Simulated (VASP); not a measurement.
SrTi2O4, 7 atoms in the cell. Symmetry: I4/mmm, No. 139, tetragonal system. The conventional cell has a = 5.975 Å, b = 5.975 Å, c = 4.794 Å, α = 90.00°, β = 90.00°, γ = 90.00°. Sr (site symmetry 4/mmm) has 12 O at 2.56 to 2.92 Å and 8 Ti at 3.22 Å within 3.4 Å. Ti (site symmetry -4m2) has 2 Ti at 2.40 Å and 8 O at 2.47 Å and 4 Sr at 3.22 Å within 3.3 Å. Within 3.1 Å of O (site symmetry m2m) lie 4 O at 2.35 to 2.56 Å and 4 Ti at 2.47 Å and 3 Sr at 2.56 to 2.92 Å. The cell was generated, and may not be a known phase.

* Program: VASP 6.6.1
* Task: relaxation of cell and atoms
* Functional: PBE
* Potentials or basis: VASP PAW PBE potentials, release 64 (Sr_sv, Ti_sv, O)
* Cutoff: 600 eV
* k mesh: 3 × 3 × 3
* Occupations: gaussian, width 0.15 eV
* Spin: collinear spin
* Starting moments: [0.0, 1.0, 1.0, 0.0, 0.0, 0.0, 0.0] μB
* Dipole correction: no
* Further INCAR settings: ALGO = Normal; EDIFF = 1e-06; IBRION = 2; EDIFFG = -0.08; NSW = 36; ISIF = 3

Potentials or basis: VASP PAW PBE potentials, release 64 (Sr_sv, Ti_sv, O).

The run is started by

```bash
$ cat potpaw_PBE.64/Sr_sv/POTCAR potpaw_PBE.64/Ti_sv/POTCAR potpaw_PBE.64/O/POTCAR > POTCAR
$ mpirun -np 1 vasp_std > vasp.out
```

Hardware: 1 thread of Intel Xeon 8259CL, on a shared host.

Problem. Estimate the wall time of this run.

Solution. Wall time 12 min on 1 thread of Intel Xeon 8259CL (shared host), peak memory 0.31 GiB. Counts: scf iterations 81, k points 6, ion steps 7.
